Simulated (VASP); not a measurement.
Input of a VASP 6.6.1 run:

File INCAR:

```
PREC = Accurate
ENCUT = 750
EDIFF = 1E-6
ISMEAR = 0
SIGMA = 0.01
LREAL = F
LASPH = T
NELM = 120
ALGO = Normal
ISIF = 2
LWAVE = F
LCHARG = F
NBANDS = 24
GGA_COMPAT = F
```

KPOINTS

```
regular mesh
0
Gamma
  6 6 4
```

The input POSCAR:

```
MgO
1.0
    3.4840197850      0.0000000000      0.0000000000
   -1.7420098925      3.0172496411      0.0000000000
    0.0000000000      0.0000000000      4.1853204440
Mg O
2 2
Direct
    0.3333333333      0.6666666667      0.2500000000
    0.6666666667      0.3333333333      0.7500000000
    0.6666666667      0.3333333333      0.2500000000
    0.3333333333      0.6666666667      0.7500000000
```

Potentials or basis: VASP PAW LDA potentials, release 64 (Mg_sv, O).

The run is started by

```console
$ cat potpaw_LDA.64/Mg_sv/POTCAR potpaw_LDA.64/O/POTCAR > POTCAR
$ mpirun -np 1 vasp_std > vasp.out
```

Question: Estimate the pressure.

Answer: -4.1 GPa.

Question: Estimate the band gap on the k mesh.

Answer: 3.34 eV.

Stress tensor (GPa, compression positive):
```
-3.85  0.00  0.00
 0.00 -3.85  0.00
 0.00  0.00 -4.49
```

Caveat: the cell stands under tension.
